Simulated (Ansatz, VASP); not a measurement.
Two plane-wave programs on SrO

INCAR

```
PREC = Accurate
ENCUT = 520
EDIFF = 1E-6
ISMEAR = 0
SIGMA = 0.01
LREAL = F
LASPH = T
NELM = 80
ALGO = Normal
ISIF = 2
LWAVE = F
LCHARG = F
GGA = RE
NBANDS = 15
```

Contents of KPOINTS:

```
Automatic mesh
0
Gamma
  7 7 7
```

File POSCAR:

```
SrO
1.0
    0.0000000000      2.5663000000      2.5663000000
    2.5663000000      0.0000000000      2.5663000000
    2.5663000000      2.5663000000      0.0000000000
Sr O
1 1
Direct
    0.4974510000      0.4821230000      0.5172400000
    0.0123820000     -0.0178290000      0.0180630000
```

File input.yaml:

```yaml
crystal:
  lattice:
    - [0.0, 2.5663, 2.5663]
    - [2.5663, 0.0, 2.5663]
    - [2.5663, 2.5663, 0.0]
  atoms:
    - { symbol: Sr, position: [0.497451, 0.482123, 0.51724] }
    - { symbol: O, position: [0.012382, -0.017829, 0.018063] }
hamiltonian:
  xc: revpbe
  pseudopotentials: { kind: paw }
kpoints:
  mp_grid: { grid: [7, 7, 7] }
  band_path:
    path:
      - [[0.0, 0.0, 0.0], [0.5, 0.0, 0.5], [0.5, 0.25, 0.75], [0.375, 0.375, 0.75], [0.0, 0.0, 0.0], [0.5, 0.5, 0.5], [0.625, 0.25, 0.625], [0.5, 0.25, 0.75], [0.5, 0.5, 0.5], [0.375, 0.375, 0.75]]
      - [[0.625, 0.25, 0.625], [0.5, 0.0, 0.5]]
    npoints: 14
scf:
  occupations: { method: fixed }
  n_extra_bands: 6
output:
  forces: true
  stress: true
  eigenvalues: true
  fatbands: false
```

Change from the starting cell: atoms moved at random, drawn with an rms of 0.1 Å.

Alike in both runs: functional revPBE; k mesh 7 × 7 × 7; no spin polarisation.

|  | VASP | Ansatz |
| --- | --- | --- |
| version | VASP 6.6.1 | Ansatz 0.2.0 |
| potentials or method | VASP PAW PBE potentials, release 64 (Sr_sv, O) | Ansatz PAW |
| plane-wave cutoff (eV) | 520 | 420 |
| occupations | gaussian, width 0.01 eV | fixed |
| valence electrons in the cell | 16 | 16 |
| task | single point | band structure |

|  | VASP | Ansatz | Ansatz less VASP |
| --- | --- | --- | --- |
| gap on the k mesh at the Fermi level (eV) | 3.46 | 3.51 | +0.050 |
| least direct gap on the mesh (eV) | 3.55 | 3.59 | +0.039 |
| pressure (GPa) | 6.3 | 5.7 | -0.61 |
| traceless stress, the component that is largest in VASP (GPa) | -0.12 | -0.12 | +0.007 |
| rms of the force components (eV/Å) | 0.079 | 0.074 | -0.0051 |

VASP's potentials were made for PBE, not for revPBE. Atom by atom the forces differ by 0.005 eV/Å (rms over components).

Noted on Ansatz's run: the k mesh misses the band edges, so the gap on the mesh is wider than the one along the path.
